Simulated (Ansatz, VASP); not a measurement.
# FePt4: VASP beside Ansatz

```xyz
10
Lattice="2.7499 0.0000 0.0000 -1.3750 2.3815 0.0000 0.0000 0.0000 22.9992" Properties=species:S:1:pos:R:3 pbc="T T T"
Fe    0.0000    1.5877    5.7498
Fe    1.3750    0.7938   17.2494
Pt    0.0000    1.5877    1.1939
Pt    0.0000    1.5877   10.3057
Pt    0.0000    1.5877   15.1320
Pt    0.0000    1.5877   19.3668
Pt    1.3750    0.7938    3.6324
Pt    1.3750    0.7938    7.8672
Pt    1.3750    0.7938   12.6936
Pt    1.3750    0.7938   21.8053
```

Alike in both runs: functional PBE; k mesh 6 × 6 × 1; occupations gaussian, width 0.1 eV; collinear spin.

Ansatz relaxed the structure, and its values are those at the end. VASP's run is a single point on that final structure, the one shown.

|  | VASP | Ansatz |
| --- | --- | --- |
| version | VASP 6.6.1 | Ansatz 0.2.0 |
| potentials or method | VASP PAW PBE potentials, release 64 (Fe, Pt), cutoff 520 eV | scalar-relativistic, plane waves, PAW |
| valence electrons in the cell | 96 | 176 |

|  | VASP | Ansatz | Ansatz less VASP |
| --- | --- | --- | --- |
| gap on the k mesh at the Fermi level (eV) | none | none | - |
| pressure (GPa) | -0.5 | 0.0 | +0.44 |
| rms of the force components (eV/Å) | 0.003 | 0.003 | +0.0007 |
| net moment per atom (μB) | 0.00 | 0.00 | 0.000 |
| size of the moment on the site where the two differ most (μB) | 2.96 | 2.99 | +0.030 |

Site moments also hang on the region over which each program counts them. A gap of «none» marks a metal or a gap that the smearing closes. VASP's potentials hold 96 valence electrons a cell and Ansatz's 176, so a difference there can come from the potentials and not from the codes.

The k mesh is coarse, so the values compare programs but aren't converged. Spin-orbit coupling is off throughout.
